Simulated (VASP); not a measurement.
HfPbO3:

```
Hf Pb O
1.0
     4.15548    0.00000    0.00000
     0.00000    4.15548    0.00000
     0.00000    0.00000    4.15548
Hf Pb O
1 1 3
Direct
  0.50000 0.50000 0.50000
  0.00000 0.00000 0.00000
  0.00000 0.50000 0.50000
  0.50000 0.00000 0.50000
  0.50000 0.50000 0.00000
```

```yaml
Program: VASP 6.6.1
Task: relaxation of volume and atoms at fixed shape
Functional: LDA
Potentials_or_basis: VASP PAW LDA potentials, release 64 (Hf_pv, Pb_d, O)
Cutoff: 600 eV
k_mesh: 6 × 6 × 6
Occupations: gaussian, width 0.01 eV
Spin: no spin polarisation
```

At the start: pressure -10.1 GPa; volume 14.35 Å³/atom.

Problem. Where does the relaxation end?

Solution. Over 3 steps the energy falls by 27.5 meV/atom and the volume is 13.54 Å³/atom (-5.7 %); space group Pm-3m (No. 221, to 0.1 Å) before and after.

Step by step:
| step | energy change (eV) | largest force (eV/Å) | pressure (GPa) | volume (Å³) |
| --- | --- | --- | --- | --- |
| 1 | 0.0000 | 0.0000 | -10.09 | 71.76 |
| 2 | 0.1024 | 0.0000 | 16.97 | 62.78 |
| 3 | -0.1374 | 0.0000 | -0.18 | 67.69 |

Final structure:
```
Hf Pb O
1.0
     4.07543    0.00000    0.00000
     0.00000    4.07543    0.00000
     0.00000    0.00000    4.07543
Hf Pb O
1 1 3
Cartesian
  2.0377 2.0377 2.0377
  0.0000 0.0000 0.0000
  0.0000 2.0377 2.0377
  2.0377 0.0000 2.0377
  2.0377 2.0377 0.0000
```
